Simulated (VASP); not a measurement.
A run of VASP 6.6.1 is set up as follows.

The input INCAR:

```
ALGO = Normal
EDIFF = 1E-8
ENCUT = 400
GGA = PE
GGA_COMPAT = F
ISIF = 2
ISMEAR = -1
LASPH = T
LCHARG = F
LEFG = T
LREAL = F
LWAVE = F
NBANDS = 15
NELM = 120
PREC = Accurate
SIGMA = 0.03
```

The input KPOINTS:

```
k-points
0
Gamma
  6 6 6
```

File POSCAR:

```
CsCl
1.0
    4.1230000000      0.0000000000      0.0000000000
    0.0000000000      4.1230000000      0.0000000000
    0.0000000000      0.0000000000      4.1230000000
Cs Cl
1 1
Direct
    0.0000000000      0.0000000000      0.0000000000
    0.5000000000      0.5000000000      0.5000000000
```

Potentials or basis: VASP PAW PBE potentials, release 64 (Cs_sv, Cl).

The run is started by

```bash
$ cat potpaw_PBE.64/Cs_sv/POTCAR potpaw_PBE.64/Cl/POTCAR > POTCAR
$ mpirun -np 1 vasp_std > vasp.out
```

Task: Predict the band gap on the k mesh.

Result: 5.26 eV, direct.

Task: Estimate the pressure.

Result: 1.0 GPa.

Caveat: without QUAD_EFG the Cq values of the log hold for a quadrupole moment of 1 mb, not for the nuclei; spin-orbit coupling is left out, which moves the levels of the heavy elements. A k mesh can miss the band edges.
